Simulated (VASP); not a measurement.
Write the native input for VASP 6.6.1 that does the following.

| Item | Value |
| --- | --- |
| Task | single point |
| Functional | PBE |
| Potentials or basis | VASP PAW PBE potentials, release 64 (Sb) |
| Cutoff | 520 eV |
| k mesh | 8 × 8 × 8 |
| Occupations | fermi-dirac, width 0.05 eV |
| Spin | no spin polarisation |
| Dipole correction | no |
| Further INCAR settings | ALGO = Normal; EDIFF = 1e-06; NBANDS = 12 |

The structure of Sb lies in POSCAR:

```
Sb
1.0
    2.1825479877      1.2600946682      3.8074530396
   -2.1825479877      1.2600946682      3.8074530396
    0.0000000000     -2.5201893365      3.8074530396
Sb
2
Direct
    0.7665100000      0.7665100000      0.7665100000
    0.2334900000      0.2334900000      0.2334900000
```

This cell differs from its parent crystal: volume scaled by 1.04.

The input as run:

INCAR

```
SYSTEM = Sb
  ALGO = Normal
  EDIFF = 1E-6
  ENCUT = 520
  GGA = PE
  ISIF = 2
  ISMEAR = -1
  LASPH = .True.
  LCHARG = .True.
  LELF = .True.
  LREAL = .False.
  LVHAR = .True.
  LWAVE = .False.
  NBANDS = 12
  NELM = 60
  PREC = Accurate
  SIGMA = 0.05
```

KPOINTS

```
k-points
0
Gamma
  8 8 8
  0 0 0
```

Potentials or basis: VASP PAW PBE potentials, release 64 (Sb).

The run is started by

```bash
$ cat potpaw_PBE.64/Sb/POTCAR > POTCAR
$ mpirun -np 1 vasp_std > vasp.out
```

It gave:

```json
{
  "Pressure": "0.5 GPa",
  "Largest force": "0.005 eV/Å",
  "Band gap on the k mesh": "zero (band 5 reaches 6.87 eV, above the bottom of band 6 at 6.58 eV)"
}
```

Caveat: spin-orbit coupling is left out, which moves the levels of the heavy elements.

It used 34 s of CPU time on 1 thread of Intel Xeon 6975P-C, on a shared host.
